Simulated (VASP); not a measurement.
Al: single point with PBE+D3(BJ)

The system is Al.

```
Al
1.0
     0.00000    2.02579    2.02579
     2.02579    0.00000    2.02579
     2.02579    2.02579    0.00000
Al
1
Direct
  0.00000 0.00000 0.00000
```

| Property | Result |
| --- | --- |
| Program | VASP 6.6.1 |
| Task | single point |
| Functional | PBE |
| Dispersion | D3(BJ) |
| Potentials or basis | VASP PAW PBE potentials, release 64 (Al) |
| Cutoff | 520 eV |
| k mesh | 22 × 22 × 22 |
| Occupations | gaussian, width 0.15 eV |
| Spin | no spin polarisation |
| Dipole correction | no |
| Further INCAR settings | ALGO = Normal; EDIFF = 1e-06; NBANDS = 8 |

```yaml
Pressure: -4.0 GPa
Band_gap_on_the_k_mesh: zero (an odd number of electrons rules out a gap without spin polarisation)
Dispersion_energy_per_atom: -0.334 eV
```

Levels at points of the mesh, in eV from the Fermi level:
| k point | band 1 | band 2 | band 3 | band 4 | band 5 |
| --- | --- | --- | --- | --- | --- |
| (0.00, 0.00, 0.00) | -11.06 | 12.60 | 12.60 | 12.60 | 14.04 |
| (0.50, 0.00, 0.00) | -4.54 | -4.34 | 11.35 | 11.35 | 11.45 |
| (0.50, 0.50, 0.00) | -2.88 | -1.57 | 5.28 | 5.58 | 5.58 |

It took 15 s on 1 thread of Intel(R) Xeon(R) Platinum 8488C (Sapphire Rapids), with other jobs on the host, peak memory 0.16 GiB.

Caveat: the cell stands under tension.
